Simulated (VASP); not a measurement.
Crystal: EuAlIr.

```xyz
3
Lattice="4.0516 0.0000 0.0000 -2.0258 3.5088 0.0000 0.0000 0.0000 4.0228" Properties=species:S:1:pos:R:3 pbc="T T T"
Eu    2.0258    1.1696    2.0114
Al    0.0000    2.3392    0.0000
Ir    0.0000    0.0000    0.0000
```

The cell was generated, and may not be a known phase.

- Program: VASP 6.6.1
- Task: relaxation of cell and atoms
- Functional: PBE
- Potentials or basis: VASP PAW PBE potentials, release 64 (Eu, Al, Ir)
- Cutoff: 600 eV
- k mesh: 6 × 6 × 4
- Occupations: gaussian, width 0.1 eV
- Spin: collinear spin, ferromagnetic start
- Starting moments: [7.0, 0.0, 0.0] μB

At the start: pressure 18.4 GPa; volume 19.06 Å³/atom.

Q: Where does the relaxation end?

A: Over 9 steps the energy falls by 158.9 meV/atom and the volume is 22.33 Å³/atom (+17.1 %); space group P-6m2 (No. 187, to 0.1 Å) before and after; moment 6.81 μB per cell.

The path:
```csv
step,energy change (eV),largest force (eV/Å),pressure (GPa),volume (Å³)
1,0.0000,0.0000,18.40,57.19
2,-0.0198,0.0000,-10.16,77.23
3,-0.4651,0.0000,-0.16,66.23
4,-0.4655,0.0000,0.15,66.01
5,-0.4654,0.0000,0.42,65.82
6,-0.4716,0.0000,0.36,66.15
7,-0.4764,0.0000,0.28,66.78
8,-0.4763,0.0000,-0.36,67.26
9,-0.4766,0.0000,0.01,66.98
```

Final structure:
```
CELL_PARAMETERS angstrom
4.25099 0.00000 0.00000
-2.12550 3.68147 0.00000
0.00000 0.00000 4.27984
ATOMIC_POSITIONS crystal
Eu 0.66667 0.33333 0.50000
Al 0.33333 0.66667 0.00000
Ir 0.00000 0.00000 0.00000
```

Caveat: the k points lie up to 0.37 Å⁻¹ apart in the final cell; the volume moved by over 15 % at a fixed basis, so the end points are rough; semilocal functionals describe open f shells poorly, which spoils levels, moments and volumes.
